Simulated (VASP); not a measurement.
# KI (Pm-3m) in VASP: further runs

Aim: see how the results for KI move with the level of theory and the settings. Levels: PBE, HSE06, PBE0, HF. Tasks: single point.

All numbers are computed with VASP 6.6.1; they aren't measurements. Logs are shortened: lines on timing, memory, paths and dates and some standing lists are left out, and cuts for length are marked.

## (1) The cell of the first run

The structure is cubic, space group Pm-3m (No. 221). Conventional cell: a = 4.291 Å, b = 4.291 Å, c = 4.291 Å, α = 90.00°, β = 90.00°, γ = 90.00°. Within 4.9 Å of K (site symmetry m-3m) lie 8 I at 3.72 Å and 6 K at 4.29 Å. I (site symmetry m-3m) has 8 K at 3.72 Å and 6 I at 4.29 Å within 4.9 Å.

## (2) Single point, PBE, non-collinear spin, zero start, spin-orbit coupling

File INCAR:

```
SYSTEM = KI
PREC = Accurate
ENCUT = 520
EDIFF = 1E-6
ISMEAR = 0
SIGMA = 0.01
LREAL = .False.
LASPH = .True.
NELM = 150
ALGO = Normal
ISIF = 2
LWAVE = .False.
LCHARG = .False.
MAGMOM = 0 0 0 0 0 0
LORBIT = 11
LSORBIT = .True.
GGA_COMPAT = .False.
LORBMOM = .True.
GGA = PE
NBANDS = 28
```

File KPOINTS:

```
Automatic mesh
0
Gamma
  6 6 6
  0 0 0
```

File POSCAR:

```
KI
1.0
    4.2909468193      0.0000000000      0.0000000000
    0.0000000000      4.2909468193      0.0000000000
    0.0000000000      0.0000000000      4.2909468193
K I
1 1
Direct
    0.0000000000      0.0000000000      0.0000000000
    0.5000000000      0.5000000000      0.5000000000
```

Potentials or basis: VASP PAW PBE potentials, release 64 (K_sv, I).

The run is started by

```console
cat potpaw_PBE.64/K_sv/POTCAR potpaw_PBE.64/I/POTCAR > POTCAR
mpirun -np 1 vasp_ncl > vasp.out
```

OUTCAR:

```text
SYSTEM = KI
   PREC = Accurate
   ENCUT = 520
   EDIFF = 1E-6
   ISMEAR = 0
   LREAL = .False.
   LASPH = .True.
   NELM = 150
   ISIF = 2
   LORBIT = 11
   LSORBIT = .True.
   GGA = PE

 ion  position               nearest neighbor table
   1  0.000  0.000  0.000-
   2  0.500  0.500  0.500-

  LATTYP: Found a simple cubic cell.
 ALAT       =     4.2909468193

  Lattice vectors:

 A1 = (   4.2909468193,   0.0000000000,   0.0000000000)
 A2 = (   0.0000000000,   4.2909468193,   0.0000000000)
 A3 = (   0.0000000000,   0.0000000000,   4.2909468193)

Analysis of symmetry for initial positions (statically):
=====================================================================
 Subroutine PRICEL returns:
 Original cell was already a primitive cell.

 Routine SETGRP: Setting up the symmetry group for a
 simple cubic supercell.

 Subroutine GETGRP returns: Found 48 space group operations
 (whereof 48 operations were pure point group operations)
 out of a pool of 48 trial point group operations.

The static configuration has the point symmetry O_h .

Analysis of symmetry for dynamics (positions and initial velocities):
=====================================================================
 Subroutine PRICEL returns:
 Original cell was already a primitive cell.

 Routine SETGRP: Setting up the symmetry group for a
 simple cubic supercell.

 Subroutine GETGRP returns: Found 48 space group operations
 (whereof 48 operations were pure point group operations)
 out of a pool of 48 trial point group operations.

The dynamic configuration has the point symmetry O_h .

Analysis of structural, dynamic, and magnetic symmetry:
=====================================================================
 Subroutine PRICEL returns:
 Original cell was already a primitive cell.

 Routine SETGRP: Setting up the symmetry group for a
 simple cubic supercell.

 Subroutine GETGRP returns: Found 48 space group operations
 (whereof 48 operations were pure point group operations)
 out of a pool of 48 trial point group operations.

The overall configuration has the point symmetry O_h .

 Subroutine INISYM returns: Found 48 space group operations
 (whereof 48 operations are pure point group operations),
 and found     1 'primitive' translations

----------------------------------------------------------------------------------------

                                     Primitive cell

  volume of cell :      79.0059

  direct lattice vectors                    reciprocal lattice vectors
     4.290946819  0.000000000  0.000000000     0.233048798  0.000000000  0.000000000
     0.000000000  4.290946819  0.000000000     0.000000000  0.233048798  0.000000000
     0.000000000  0.000000000  4.290946819     0.000000000  0.000000000  0.233048798

  length of vectors
     4.290946819  4.290946819  4.290946819     0.233048798  0.233048798  0.233048798

  position of ions in fractional coordinates (direct lattice)
     0.000000000  0.000000000  0.000000000
     0.500000000  0.500000000  0.500000000

  ion indices of the primitive-cell ions
   primitive index   ion index
                 1           1
                 2           2

----------------------------------------------------------------------------------------

 KPOINTS: Automatic mesh

Automatic generation of k-mesh.
 Grid dimensions read from file:
 generate k-points for:    6    6    6

 Generating k-lattice:

  Cartesian coordinates                     Fractional coordinates (reciprocal lattice)
     0.038841466  0.000000000  0.000000000     0.166666667  0.000000000  0.000000000
     0.000000000  0.038841466  0.000000000     0.000000000  0.166666667  0.000000000
     0.000000000  0.000000000  0.038841466     0.000000000  0.000000000  0.166666667
[... 89 lines left out ...]

 number of electron      16.0000003 magnetization       0.0000000      0.0000000     -0.0000000

 number of electron      16.0000003 magnetization       0.0000000      0.0000000      0.0000000

 number of electron      16.0000003 magnetization      -0.0000000     -0.0000000     -0.0000000

 Free energy of the ion-electron system (eV)
  ---------------------------------------------------
  ext. energy  EPLUGINS =         0.00000000
  ---------------------------------------------------
  free energy    TOTEN  =        -5.54882680 eV

  energy without entropy =       -5.54882680  energy(sigma->0) =       -5.54882680

 E-fermi :   1.0122     XC(G=0):  -7.7123

 val. band max:        0.9455501370   @ k =   0.5000   0.5000   0.0000
 cond. band min:       4.2105080844   @ k =   0.0000   0.0000   0.0000
 fundamental gap:      3.2649579474
 Fermi energy:         1.0121749295

 k-point     1 :       0.0000    0.0000    0.0000
  band No.  band energies     occupation
      1     -28.4907      1.00000
      2     -28.4907      1.00000
      3     -12.1220      1.00000
      4     -12.1220      1.00000
      5     -11.8560      1.00000
      6     -11.8560      1.00000
[... 609 lines left out ...]
     27       9.8650      0.00000
     28       9.9842      0.00000

------------------------ aborting loop because EDIFF is reached ----------------------------------------

  FORCE on cell =-STRESS in cart. coord.  units (eV):
  Direction    XX          YY          ZZ          XY          YZ          ZX
  --------------------------------------------------------------------------------------
  -------------------------------------------------------------------------------------
  Total        0.2632241      0.2632241      0.2632241     -0.0000000      0.0000000     -0.0000000
  in kB        5.3379792      5.3379792      5.3379792     -0.0000000      0.0000000     -0.0000000
  external PRESSURE =       5.3379792 kB  Pullay stress =       0.0000000 kB

 VOLUME and BASIS-vectors are now :
 -----------------------------------------------------------------------------
  energy-cutoff  :      520.00
  volume of cell :       79.01
      direct lattice vectors                 reciprocal lattice vectors
     4.290946819  0.000000000  0.000000000     0.233048798  0.000000000  0.000000000
     0.000000000  4.290946819  0.000000000     0.000000000  0.233048798  0.000000000
     0.000000000  0.000000000  4.290946819     0.000000000  0.000000000  0.233048798

 POSITION                                       TOTAL-FORCE (eV/Angst)
 -----------------------------------------------------------------------------------
      0.00000      0.00000      0.00000         0.000000      0.000000      0.000000
      2.14547      2.14547      2.14547         0.000000      0.000000      0.000000
 -----------------------------------------------------------------------------------
    total drift:                                0.000000     -0.000000     -0.000000

  FREE ENERGIE OF THE ION-ELECTRON SYSTEM (eV)
  ---------------------------------------------------
  free  energy   TOTEN  =        -5.5488267973 eV

  energy  without entropy=       -5.5488267973  energy(sigma->0) =       -5.54882680

 orbital moment (x)

 # of ion     p       d       tot
 ----------------------------------------
  1         0.000   0.000   0.000
  2        -0.000  -0.000  -0.000
 ----------------------------------------
           -0.000   0.000   0.000

 orbital moment (y)

 # of ion     p       d       tot
 ----------------------------------------
  1         0.000  -0.000  -0.000
  2         0.000   0.000   0.000
 ----------------------------------------
            0.000  -0.000  -0.000

 orbital moment (z)

 # of ion     p       d       tot
 ----------------------------------------
  1         0.000   0.000   0.000
  2        -0.000   0.000  -0.000
 ----------------------------------------
           -0.000   0.000  -0.000

 Spin-Orbit-Coupling matrix elements

 Ion:    1  E_soc:     -0.0081471
 l=   1
     0.0000000    -0.0013563    -0.0013563
    -0.0013563     0.0000000    -0.0013563
    -0.0013563    -0.0013563     0.0000000
 l=   2
     0.0000000    -0.0000003     0.0000000    -0.0000003    -0.0000013
    -0.0000003     0.0000000    -0.0000009    -0.0000003    -0.0000003
     0.0000000    -0.0000009     0.0000000    -0.0000009     0.0000000
    -0.0000003    -0.0000003    -0.0000009     0.0000000    -0.0000003
    -0.0000013    -0.0000003     0.0000000    -0.0000003     0.0000000
 l=   3
     0.0000000     0.0000000     0.0000000     0.0000000     0.0000000     0.0000000     0.0000000
     0.0000000     0.0000000     0.0000000     0.0000000     0.0000000     0.0000000     0.0000000
     0.0000000     0.0000000     0.0000000     0.0000000     0.0000000     0.0000000     0.0000000
     0.0000000     0.0000000     0.0000000     0.0000000     0.0000000     0.0000000     0.0000000
     0.0000000     0.0000000     0.0000000     0.0000000     0.0000000     0.0000000     0.0000000
     0.0000000     0.0000000     0.0000000     0.0000000     0.0000000     0.0000000     0.0000000
     0.0000000     0.0000000     0.0000000     0.0000000     0.0000000     0.0000000     0.0000000

 Ion:    2  E_soc:     -0.2503106
 l=   1
     0.0000000    -0.0417047    -0.0417047
    -0.0417047     0.0000000    -0.0417047
    -0.0417047    -0.0417047     0.0000000
 l=   2
     0.0000000     0.0000006     0.0000000     0.0000006    -0.0000144
     0.0000006     0.0000000    -0.0000108     0.0000006    -0.0000036
     0.0000000    -0.0000108     0.0000000    -0.0000108     0.0000000
     0.0000006     0.0000006    -0.0000108     0.0000000    -0.0000036
    -0.0000144    -0.0000036     0.0000000    -0.0000036     0.0000000
 l=   3
     0.0000000     0.0000000     0.0000000     0.0000000     0.0000000     0.0000000     0.0000000
     0.0000000     0.0000000     0.0000000     0.0000000     0.0000000     0.0000000     0.0000000
     0.0000000     0.0000000     0.0000000     0.0000000     0.0000000     0.0000000     0.0000000
     0.0000000     0.0000000     0.0000000     0.0000000     0.0000000     0.0000000     0.0000000
     0.0000000     0.0000000     0.0000000     0.0000000     0.0000000     0.0000000     0.0000000
     0.0000000     0.0000000     0.0000000     0.0000000     0.0000000     0.0000000     0.0000000
     0.0000000     0.0000000     0.0000000     0.0000000     0.0000000     0.0000000     0.0000000

 total charge

# of ion       s       p       d       tot
------------------------------------------
    1        1.956   5.574   0.020   7.550
    2        1.496   2.841   0.003   4.340
--------------------------------------------------
tot          3.452   8.415   0.023  11.890

 magnetization (x)

# of ion       s       p       d       tot
------------------------------------------
    1       -0.000  -0.000   0.000  -0.000
    2       -0.000  -0.000   0.000  -0.000
--------------------------------------------------
tot         -0.000  -0.000   0.000  -0.000

 magnetization (y)

# of ion       s       p       d       tot
------------------------------------------
    1        0.000  -0.000   0.000   0.000
    2       -0.000  -0.000   0.000  -0.000
--------------------------------------------------
tot          0.000  -0.000   0.000   0.000

 magnetization (z)

# of ion       s       p       d       tot
------------------------------------------
    1       -0.000  -0.000  -0.000  -0.000
    2        0.000  -0.000   0.000  -0.000
--------------------------------------------------
tot         -0.000  -0.000  -0.000  -0.000
```

It took 63 s on 1 thread of Intel Xeon Platinum 8259CL at 2.50GHz (Skylake/Cascade Lake), shared host; peak memory 0.34 GiB.

Results:

```yaml
Free_energy: -5.5488 eV
Pressure: 0.5 GPa
Net_moment: 0.00 μB per cell
Valence_electrons_inside_the_program's_atomic_spheres: K 7.55; I 4.34
```

Moments on the atoms (μB; x, y, z):
```
K   0.00 0.00 0.00
I   0.00 0.00 0.00
```

Caveat: the structure was generated, so it needn't be the stable form of KI.

## (3) Single point, HSE06

POSCAR is that of step 2.

File INCAR.step1:

```
  PREC = Accurate
  ENCUT = 520
  EDIFF = 1E-5
  ISMEAR = 0
  SIGMA = 0.01
  LREAL = F
  LASPH = T
  NELM = 60
  ALGO = Normal
  ISIF = 2
  LWAVE = T
  LCHARG = F
  NBANDS = 15
  GGA = PE
```

File INCAR.step2:

```
  PREC = Accurate
  ENCUT = 520
  EDIFF = 1E-7
  ISMEAR = 0
  SIGMA = 0.01
  LREAL = F
  LASPH = T
  NELM = 60
  ALGO = Normal
  ISIF = 2
  LWAVE = F
  LCHARG = F
  GGA = PE
  LHFCALC = T
  HFSCREEN = 0.2079
  PRECFOCK = Normal
  NBANDS = 15
  ISTART = 1
```

File KPOINTS:

```
Automatic mesh
0
Gamma
  4 4 4
```

Potentials or basis: VASP PAW PBE potentials, release 64 (K_sv, I).

The run is started by

```console
cat potpaw_PBE.64/K_sv/POTCAR potpaw_PBE.64/I/POTCAR > POTCAR
cp INCAR.step1 INCAR
mpirun -np 1 vasp_std > vasp.out
cp INCAR.step2 INCAR
mpirun -np 1 vasp_std > vasp.out
```

It took 6.2 min on 1 thread of Intel Xeon Platinum 8259CL at 2.50GHz (Skylake/Cascade Lake), shared host; peak memory 0.29 GiB.

It converged, with:

```
Free energy            : -6.2561 eV
Pressure               : 0.3 GPa
Band gap on the k mesh : 4.30 eV (least direct gap 4.69 eV)
```

Levels at points of the mesh, in eV from the valence-band top:
```
           k point  band 5  band 6  band 7  band 8  band 9  band 10  band 11  band 12
(0.00, 0.00, 0.00)  -12.11   -0.39   -0.39   -0.39    4.30     5.79     5.79     9.81
(0.50, 0.00, 0.00)  -11.77   -2.44   -0.30   -0.30    6.48     7.39     8.06     8.22
(0.50, 0.50, 0.00)  -11.72   -1.85   -1.85    0.00    4.88     6.80     8.02     8.02
(0.50, 0.50, 0.50)  -11.52   -1.78   -1.78   -1.78    6.60     6.60     6.60    10.32
```

Caveat: the structure was generated, so it needn't be the stable form of KI; the PAW data sets were made with another functional, which shifts forces and pressure a little; spin-orbit coupling is left out, which moves the levels of the heavy elements. A k mesh can miss the band edges.

## (4) Single point, PBE0

POSCAR is that of step 3.

File INCAR.step1:

```
PREC     = Accurate       # precision mode
ENCUT    = 520            # plane-wave cutoff, eV
EDIFF    = 1E-5           # SCF threshold, eV
ISMEAR   = 0              # smearing method
SIGMA    = 0.01           # smearing width, eV
LREAL    = False          # projectors in reciprocal space
LASPH    = True           # aspherical terms in the spheres
NELM     = 60             # most SCF steps
ALGO     = Normal         # electronic algorithm
ISIF     = 2              # what is computed and relaxed
LWAVE    = True           # write WAVECAR
LCHARG   = False          # write CHGCAR
NBANDS   = 15             # bands
GGA      = PE             # functional
```

File INCAR.step2:

```
PREC     = Accurate       # precision mode
ENCUT    = 520            # plane-wave cutoff, eV
EDIFF    = 1E-6           # SCF threshold, eV
ISMEAR   = 0              # smearing method
SIGMA    = 0.01           # smearing width, eV
LREAL    = False          # projectors in reciprocal space
LASPH    = True           # aspherical terms in the spheres
NELM     = 60             # most SCF steps
ALGO     = Normal         # electronic algorithm
ISIF     = 2              # what is computed and relaxed
LWAVE    = False          # write WAVECAR
LCHARG   = False          # write CHGCAR
GGA      = PE             # functional
LHFCALC  = True           # exact exchange
AEXX     = 0.25           # exact-exchange fraction
PRECFOCK = Normal       
NBANDS   = 15             # bands
ISTART   = 1
```

KPOINTS is that of step 3.

The run is started by

```console
cat potpaw_PBE.64/K_sv/POTCAR potpaw_PBE.64/I/POTCAR > POTCAR
cp INCAR.step1 INCAR
mpirun -np 1 vasp_std > vasp.out
cp INCAR.step2 INCAR
mpirun -np 1 vasp_std > vasp.out
```

Wall time 5 min (1 thread of Intel Xeon Platinum 8259CL at 2.50GHz (Skylake/Cascade Lake), shared host); peak memory 0.19 GiB.

The run converged. Its results:

```
Free energy            : -6.7786 eV
Pressure               : 0.2 GPa
Band gap on the k mesh : 5.00 eV (least direct gap 5.40 eV)
```

Levels at points of the mesh, in eV from the valence-band top:
| k point | band 4 | band 5 | band 6 | band 7 | band 8 | band 9 | band 10 | band 11 | band 12 | band 13 |
| --- | --- | --- | --- | --- | --- | --- | --- | --- | --- | --- |
| (0.00, 0.00, 0.00) | -13.91 | -12.15 | -0.40 | -0.40 | -0.40 | 5.00 | 6.51 | 6.51 | 10.59 | 10.59 |
| (0.50, 0.00, 0.00) | -13.90 | -11.81 | -2.49 | -0.31 | -0.31 | 7.19 | 8.13 | 8.79 | 8.96 | 10.57 |
| (0.50, 0.50, 0.00) | -13.89 | -11.76 | -1.88 | -1.88 | 0.00 | 5.60 | 7.54 | 8.77 | 8.77 | 10.93 |
| (0.50, 0.50, 0.50) | -13.97 | -11.56 | -1.81 | -1.81 | -1.81 | 7.32 | 7.32 | 7.32 | 11.10 | 11.10 |

Caveat: the structure was generated, so it needn't be the stable form of KI; the PAW data sets were made with another functional, which shifts forces and pressure a little; spin-orbit coupling is left out, which moves the levels of the heavy elements. A k mesh can miss the band edges.

(Part 1 of 2 ends here.)
